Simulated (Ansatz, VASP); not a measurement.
Two plane-wave programs on LiF

```xyz
2
Lattice="0.0000 2.0417 2.0417 2.0417 0.0000 2.0417 2.0417 2.0417 0.0000" Properties=species:S:1:pos:R:3 pbc="T T T"
Li    0.0000    0.0000    0.0000
F     2.0417    2.0417    2.0417
```

Alike in both runs: task single point; functional PBE; k mesh 4 × 4 × 4; occupations gaussian, width 0.1 eV; collinear spin.

```csv
,VASP,Ansatz
version,VASP 6.6.1,Ansatz 0.2.0
potentials or method,"VASP PAW PBE potentials, release 64 (Li_sv, F), cutoff 750 eV","scalar-relativistic, plane waves, PAW"
valence electrons in the cell,10,10
```

|  | VASP | Ansatz | Ansatz less VASP |
| --- | --- | --- | --- |
| gap on the k mesh at the Fermi level (eV) | 8.72 | 8.73 | +0.012 |
| least direct gap on the mesh (eV) | 8.72 | 8.73 | +0.012 |
| pressure (GPa) | -1.4 | -0.7 | +0.67 |
| net moment per atom (μB) | 0.00 | 0.00 | 0.000 |

Ansatz's warnings: seeded moment not kept.

The k mesh is coarse, so the values compare programs but aren't converged.
